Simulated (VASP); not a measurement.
# Fe (Im-3m) in VASP: a series of runs, part 2 of 2

VASP 6.6.1. The steps go on from the part before.

## 3. Single point, r2SCAN, collinear spin, ferromagnetic start (12.13 Å³/atom)

This run uses another cell than the first one, of 12.13 Å³/atom.

File POSCAR:

```
Fe
1.0
   -1.4474430090      1.4474430090      1.4474430090
    1.4474430090     -1.4474430090      1.4474430090
    1.4474430090      1.4474430090     -1.4474430090
Fe
1
Direct
    0.0000000000      0.0000000000      0.0000000000
```

File INCAR.step1:

```
ALGO = Normal ; EDIFF = 1E-4
ENCUT = 520 ; GGA = PE
ISMEAR = 0 ; ISPIN = 2
LASPH = T ; LCHARG = F
LMAXMIX = 4 ; LREAL = F
LWAVE = T ; MAGMOM = 3.09
NBANDS = 14 ; NELM = 150
PREC = Accurate ; SIGMA = 0.1
```

File INCAR.step2:

```
ALGO = Normal ; EDIFF = 1E-7
ENCUT = 520 ; ISIF = 2
ISMEAR = 0 ; ISPIN = 2
ISTART = 1 ; LASPH = T
LCHARG = T ; LELF = T
LMAXMIX = 4 ; LMIXTAU = T
LORBIT = 11 ; LREAL = F
LVHAR = T ; LWAVE = F
MAGMOM = 3.09 ; METAGGA = R2SCAN
NBANDS = 14 ; NELM = 150
PREC = Accurate ; SIGMA = 0.1
```

File KPOINTS:

```
k-points
0
Gamma
  20 20 20
```

Potentials or basis: VASP PAW PBE potentials, release 64 (Fe).

Run with:

```
> cat potpaw_PBE.64/Fe/POTCAR > POTCAR
> cp INCAR.step1 INCAR
> mpirun -np 1 vasp_std > vasp.out
> cp INCAR.step2 INCAR
> mpirun -np 1 vasp_std > vasp.out
```

OUTCAR:

```text
EDIFF = 1E-7
   ENCUT = 520
   ISIF = 2
   ISMEAR = 0
   ISPIN = 2
   ISTART = 1
   LASPH = T
   LORBIT = 11
   LREAL = F
   METAGGA = R2SCAN
   NELM = 150
   PREC = Accurate

 ion  position               nearest neighbor table
   1  0.000  0.000  0.000-

  LATTYP: Found a body centered cubic cell.
 ALAT       =     2.8948860180

  Lattice vectors:

 A1 = (  -1.4474430090,   1.4474430090,   1.4474430090)
 A2 = (   1.4474430090,  -1.4474430090,   1.4474430090)
 A3 = (   1.4474430090,   1.4474430090,  -1.4474430090)

Analysis of symmetry for initial positions (statically):
=====================================================================
 Subroutine PRICEL returns:
 Original cell was already a primitive cell.

 Routine SETGRP: Setting up the symmetry group for a
 body centered cubic supercell.

 Subroutine GETGRP returns: Found 48 space group operations
 (whereof 48 operations were pure point group operations)
 out of a pool of 48 trial point group operations.

The static configuration has the point symmetry O_h .

Analysis of symmetry for dynamics (positions and initial velocities):
=====================================================================
 Subroutine PRICEL returns:
 Original cell was already a primitive cell.

 Routine SETGRP: Setting up the symmetry group for a
 body centered cubic supercell.

 Subroutine GETGRP returns: Found 48 space group operations
 (whereof 48 operations were pure point group operations)
 out of a pool of 48 trial point group operations.

The dynamic configuration has the point symmetry O_h .

Analysis of structural, dynamic, and magnetic symmetry:
=====================================================================
 Subroutine PRICEL returns:
 Original cell was already a primitive cell.

 Routine SETGRP: Setting up the symmetry group for a
 body centered cubic supercell.

 Subroutine GETGRP returns: Found 48 space group operations
 (whereof 48 operations were pure point group operations)
 out of a pool of 48 trial point group operations.
[... 161 lines left out ...]
      4       2.1609      1.00000
      5       3.2955      1.00000
      6       3.2955      1.00000
      7      30.5303      0.00000
      8      30.5303      0.00000
      9      30.5303      0.00000
     10      35.1761      0.00000
     11      35.1761      0.00000
     12      36.6899      0.00000
     13      36.6899      0.00000
     14      36.6899      0.00000
[... 379 lines left out ...]
      3       2.1241      1.00000
      4       3.1312      1.00000
      5       3.4640      1.00000
      6       4.0688      1.00000
      7      18.4458      0.00000
      8      23.1198      0.00000
      9      26.4178      0.00000
     10      30.0771      0.00000
     11      34.2484      0.00000
     12      35.9000      0.00000
     13      41.6325      0.00000
     14      43.4720      0.00000

 [... further k-points ...]

 spin component 2

 k-point     1 :       0.0000    0.0000    0.0000
  band No.  band energies     occupation
      1      -3.7693      1.00000
      2       5.6003      0.00000
      3       5.6003      0.00000
      4       5.6003      0.00000
      5       7.7555      0.00000
      6       7.7555      0.00000
      7      30.1542      0.00000
      8      30.1542      0.00000
      9      30.1542      0.00000
     10      35.7616      0.00000
     11      35.7616      0.00000
     12      38.4269      0.00000
     13      38.4269      0.00000
     14      38.4271      0.00000
[... 379 lines left out ...]
      3       4.7797      1.00000
      4       7.3117      0.00000
      5       7.5922      0.00000
      6       7.9900      0.00000
      7      19.5597      0.00000
      8      23.7609      0.00000
      9      27.6601      0.00000
     10      30.6023      0.00000
     11      35.5255      0.00000
     12      36.9132      0.00000
     13      42.6966      0.00000
     14      44.9926      0.00000

 [... further k-points ...]

------------------------ aborting loop because EDIFF is reached ----------------------------------------

  FORCE on cell =-STRESS in cart. coord.  units (eV):
  Direction    XX          YY          ZZ          XY          YZ          ZX
  --------------------------------------------------------------------------------------
  -------------------------------------------------------------------------------------
  Total       -0.4379028     -0.4379028     -0.4379028      0.0000000      0.0000000      0.0000000
  in kB      -57.8394105    -57.8394105    -57.8394105      0.0000000      0.0000000      0.0000000
  external PRESSURE =     -57.8394105 kB  Pullay stress =       0.0000000 kB

 VOLUME and BASIS-vectors are now :
 -----------------------------------------------------------------------------
  energy-cutoff  :      520.00
  volume of cell :       12.13
      direct lattice vectors                 reciprocal lattice vectors
    -1.447443009  1.447443009  1.447443009     0.000000000  0.345436744  0.345436744
     1.447443009 -1.447443009  1.447443009     0.345436744  0.000000000  0.345436744
     1.447443009  1.447443009 -1.447443009     0.345436744  0.345436744  0.000000000

 POSITION                                       TOTAL-FORCE (eV/Angst)
 -----------------------------------------------------------------------------------
      0.00000      0.00000      0.00000         0.000000      0.000000      0.000000
 -----------------------------------------------------------------------------------
    total drift:                                0.000000     -0.000000      0.000000

  FREE ENERGIE OF THE ION-ELECTRON SYSTEM (eV)
  ---------------------------------------------------
  free  energy   TOTEN  =       -14.3545496912 eV

  energy  without entropy=      -14.3508698304  energy(sigma->0) =      -14.35270976

 total charge

# of ion       s       p       d       tot
------------------------------------------
    1        0.466   0.525   6.149   7.140

 magnetization (x)

# of ion       s       p       d       tot
------------------------------------------
    1       -0.012  -0.117   2.871   2.741
```

OUTCAR.step1:

```text
EDIFF = 1E-4
   ENCUT = 520
   GGA = PE
   ISMEAR = 0
   ISPIN = 2
[... 1052 lines left out ...]

 POSITION                                       TOTAL-FORCE (eV/Angst)
 -----------------------------------------------------------------------------------
      0.00000      0.00000      0.00000         0.000000     -0.000000      0.000000
 -----------------------------------------------------------------------------------
    total drift:                                0.000000      0.000000      0.000000

  FREE ENERGIE OF THE ION-ELECTRON SYSTEM (eV)
  ---------------------------------------------------
  free  energy   TOTEN  =        -8.2178643367 eV

  energy  without entropy=       -8.2127304189  energy(sigma->0) =       -8.21529738
```

OSZICAR.step1:

```text
N       E                     dE             d eps       ncg     rms          rms(c)
DAV:   1     0.225182717517E+02    0.22518E+02   -0.37755E+03 15584   0.680E+02
DAV:   2    -0.813760757312E+01   -0.30656E+02   -0.28005E+02 15530   0.128E+02
DAV:   3    -0.910336958444E+01   -0.96576E+00   -0.95753E+00 17314   0.236E+01
DAV:   4    -0.910671291447E+01   -0.33433E-02   -0.33430E-02 16556   0.126E+00
DAV:   5    -0.910672994281E+01   -0.17028E-04   -0.17028E-04 17176   0.928E-02    0.108E+01
DAV:   6    -0.832088101231E+01    0.78585E+00   -0.11154E+01 17924   0.377E+01    0.631E+00
DAV:   7    -0.822956052788E+01    0.91320E-01   -0.87085E-01 17756   0.101E+01    0.340E+00
DAV:   8    -0.822419728057E+01    0.53632E-02   -0.96281E-03 17066   0.558E-01    0.136E+00
DAV:   9    -0.821778688013E+01    0.64104E-02   -0.87914E-03 19426   0.462E-01    0.330E-01
DAV:  10    -0.821781575213E+01   -0.28872E-04   -0.10248E-03 17036   0.324E-01    0.102E-01
DAV:  11    -0.821786433674E+01   -0.48585E-04   -0.30523E-04 10586   0.130E-01
   1 F= -.82178643E+01 E0= -.82152974E+01  d E =-.513392E-02  mag=     2.2995
```

It took 4.5 min on 1 thread of Intel Xeon Platinum 8488C (Sapphire Rapids), shared host; peak memory 0.18 GiB.

Results:

```yaml
Free_energy: -14.3545 eV
Pressure: -5.8 GPa
Net_moment: 2.66 μB per cell
Site_moments: Fe +2.74 μB
Valence_electrons_inside_the_program's_atomic_spheres: Fe 7.14
```

Caveat: the cell stands under tension; the PAW data sets were made with another functional, which shifts forces and pressure a little.

## 4. Single point, r2SCAN, collinear spin, ferromagnetic start (12.48 Å³/atom)

This run uses another cell than the first one, of 12.48 Å³/atom.

File POSCAR:

```
Fe
1.0
   -1.4613615841      1.4613615841      1.4613615841
    1.4613615841     -1.4613615841      1.4613615841
    1.4613615841      1.4613615841     -1.4613615841
Fe
1
Direct
    0.0000000000      0.0000000000      0.0000000000
```

File INCAR.step1:

```
  PREC = Accurate
  ENCUT = 520
  ISMEAR = 0
  SIGMA = 0.1
  LREAL = F
  LASPH = T
  NELM = 150
  ISPIN = 2
  MAGMOM = 3.09
  LMAXMIX = 4
  NBANDS = 14
  GGA = PE
  ALGO = Normal
  EDIFF = 1E-4
  LWAVE = T
  LCHARG = F
```

File INCAR.step2:

```
  PREC = Accurate
  ENCUT = 520
  EDIFF = 1E-6
  ISMEAR = 0
  SIGMA = 0.1
  LREAL = F
  LASPH = T
  NELM = 150
  ALGO = Normal
  ISIF = 2
  LWAVE = F
  LCHARG = F
  ISPIN = 2
  MAGMOM = 3.09
  LORBIT = 11
  LMAXMIX = 4
  METAGGA = R2SCAN
  LMIXTAU = T
  NBANDS = 14
  ISTART = 1
```

File KPOINTS:

```
Automatic mesh
0
Gamma
  20 20 20
```

Potentials or basis: VASP PAW PBE potentials, release 64 (Fe).

Run with:

```
> cat potpaw_PBE.64/Fe/POTCAR > POTCAR
> cp INCAR.step1 INCAR
> mpirun -np 1 vasp_std > vasp.out
> cp INCAR.step2 INCAR
> mpirun -np 1 vasp_std > vasp.out
```

OUTCAR:

```text
PREC = Accurate
   ENCUT = 520
   EDIFF = 1E-6
   ISMEAR = 0
   LREAL = F
   LASPH = T
   NELM = 150
   ISIF = 2
   ISPIN = 2
   LORBIT = 11
   METAGGA = R2SCAN
   ISTART = 1

 ion  position               nearest neighbor table
   1  0.000  0.000  0.000-

  LATTYP: Found a body centered cubic cell.
 ALAT       =     2.9227231682

  Lattice vectors:

 A1 = (  -1.4613615841,   1.4613615841,   1.4613615841)
 A2 = (   1.4613615841,  -1.4613615841,   1.4613615841)
 A3 = (   1.4613615841,   1.4613615841,  -1.4613615841)

Analysis of symmetry for initial positions (statically):
=====================================================================
 Subroutine PRICEL returns:
 Original cell was already a primitive cell.

 Routine SETGRP: Setting up the symmetry group for a
 body centered cubic supercell.

 Subroutine GETGRP returns: Found 48 space group operations
 (whereof 48 operations were pure point group operations)
 out of a pool of 48 trial point group operations.

The static configuration has the point symmetry O_h .

Analysis of symmetry for dynamics (positions and initial velocities):
=====================================================================
 Subroutine PRICEL returns:
 Original cell was already a primitive cell.

 Routine SETGRP: Setting up the symmetry group for a
 body centered cubic supercell.

 Subroutine GETGRP returns: Found 48 space group operations
 (whereof 48 operations were pure point group operations)
 out of a pool of 48 trial point group operations.

The dynamic configuration has the point symmetry O_h .

Analysis of structural, dynamic, and magnetic symmetry:
=====================================================================
 Subroutine PRICEL returns:
 Original cell was already a primitive cell.

 Routine SETGRP: Setting up the symmetry group for a
 body centered cubic supercell.

 Subroutine GETGRP returns: Found 48 space group operations
 (whereof 48 operations were pure point group operations)
 out of a pool of 48 trial point group operations.

The overall configuration has the point symmetry O_h .

 Subroutine INISYM returns: Found 48 space group operations
[... 160 lines left out ...]
      7      29.9671      0.00000
      8      29.9671      0.00000
      9      29.9671      0.00000
     10      34.4375      0.00000
     11      34.4375      0.00000
     12      35.8066      0.00000
     13      35.8068      0.00000
     14      35.8068      0.00000
[... 379 lines left out ...]
      3       1.8870      1.00000
      4       2.8328      1.00000
      5       3.1471      1.00000
      6       3.7417      1.00000
      7      17.8754      0.00000
      8      22.5114      0.00000
      9      25.7011      0.00000
     10      29.4033      0.00000
     11      33.4247      0.00000
     12      35.0765      0.00000
     13      40.7590      0.00000
     14      42.5310      0.00000

 [... further k-points ...]

 spin component 2

 k-point     1 :       0.0000    0.0000    0.0000
  band No.  band energies     occupation
      1      -3.8765      1.00000
      2       5.3939      0.00000
      3       5.3939      0.00000
      4       5.3939      0.00000
      5       7.4861      0.00000
      6       7.4861      0.00000
      7      29.5965      0.00000
      8      29.5965      0.00000
      9      29.5965      0.00000
     10      35.0265      0.00000
     11      35.0266      0.00000
     12      37.5335      0.00000
     13      37.5335      0.00000
     14      37.5338      0.00000
[... 379 lines left out ...]
      3       4.5969      1.00000
      4       7.0555      0.00000
      5       7.3100      0.00000
      6       7.7086      0.00000
      7      18.9902      0.00000
      8      23.1743      0.00000
      9      26.9340      0.00000
     10      29.9321      0.00000
     11      34.7076      0.00000
     12      36.0918      0.00000
     13      41.8294      0.00000
     14      44.0431      0.00000

 [... further k-points ...]

------------------------ aborting loop because EDIFF is reached ----------------------------------------

  FORCE on cell =-STRESS in cart. coord.  units (eV):
  Direction    XX          YY          ZZ          XY          YZ          ZX
  --------------------------------------------------------------------------------------
  -------------------------------------------------------------------------------------
  Total       -0.7636232     -0.7636232     -0.7636232     -0.0000000      0.0000000     -0.0000000
  in kB      -98.0069025    -98.0069025    -98.0069025     -0.0000000      0.0000000     -0.0000000
  external PRESSURE =     -98.0069025 kB  Pullay stress =       0.0000000 kB

 VOLUME and BASIS-vectors are now :
 -----------------------------------------------------------------------------
  energy-cutoff  :      520.00
  volume of cell :       12.48
      direct lattice vectors                 reciprocal lattice vectors
    -1.461361584  1.461361584  1.461361584     0.000000000  0.342146670  0.342146670
     1.461361584 -1.461361584  1.461361584     0.342146670  0.000000000  0.342146670
     1.461361584  1.461361584 -1.461361584     0.342146670  0.342146670  0.000000000

 POSITION                                       TOTAL-FORCE (eV/Angst)
 -----------------------------------------------------------------------------------
      0.00000      0.00000      0.00000         0.000000     -0.000000      0.000000
 -----------------------------------------------------------------------------------
    total drift:                                0.000000     -0.000000      0.000000

  FREE ENERGIE OF THE ION-ELECTRON SYSTEM (eV)
  ---------------------------------------------------
  free  energy   TOTEN  =       -14.3371785631 eV

  energy  without entropy=      -14.3330722554  energy(sigma->0) =      -14.33512541

 total charge

# of ion       s       p       d       tot
------------------------------------------
    1        0.456   0.505   6.126   7.086

 magnetization (x)

# of ion       s       p       d       tot
------------------------------------------
    1       -0.011  -0.114   2.908   2.783
```

Run time: 4.1 min. Hardware: 1 thread of Intel Xeon Platinum 8488C (Sapphire Rapids), shared host; peak memory 0.19 GiB.

What came out:

```yaml
Free_energy: -14.3372 eV
Pressure: -9.8 GPa
Net_moment: 2.69 μB per cell
Site_moments: Fe +2.78 μB
Valence_electrons_inside_the_program's_atomic_spheres: Fe 7.09
```

Levels at points of the mesh, in eV from the Fermi level:
Spin up:
```csv
k point,band 3,band 4,band 5,band 6,band 7,band 8
"(0.00, 0.00, 0.00)",-3.12,-3.12,-2.04,-2.04,24.94,24.94
"(0.50, 0.00, 0.00)",-2.01,-1.91,-0.82,0.48,6.24,18.16
"(0.50, 0.50, 0.50)",-1.05,-1.05,-1.05,9.42,9.42,9.42
```
Spin down:
```tsv
k point	band 1	band 2	band 3	band 4	band 5	band 6	band 7
(0.00, 0.00, 0.00)	-8.91	0.36	0.36	0.36	2.45	2.45	24.56
(0.50, 0.00, 0.00)	-3.31	-0.95	-0.13	2.28	2.72	3.18	8.53
(0.50, 0.50, 0.50)	-2.42	-2.42	2.89	2.90	2.90	9.75	9.75
```

Caveat: the cell stands under tension; the PAW data sets were made with another functional, which shifts forces and pressure a little.

## 5. Summary

| cell | gap on the mesh (eV) | pressure (GPa) | moment (μB) |
| --- | --- | --- | --- |
| a = 2.482 Å, angles 109.5°, 1 atom | none | -0.4 | 2.65 |
| a = 2.507 Å, angles 109.5°, 1 atom | none | -5.8 | 2.66 |
| a = 2.531 Å, angles 109.5°, 1 atom | none | -9.8 | 2.69 |

Alike in all rows: task single point; level r2SCAN; potentials or basis VASP PAW PBE potentials, release 64 (Fe); spin collinear, ferromagnetic start; k mesh 20 × 20 × 20; cutoff (eV) 520; smearing gaussian 0.1 eV.

Caveats: the PAW data sets were made with another functional, which shifts forces and pressure a little; the cell stands under tension (at least some runs).

Total energies depend on the potentials used, so only differences within one code and one set of settings carry meaning.
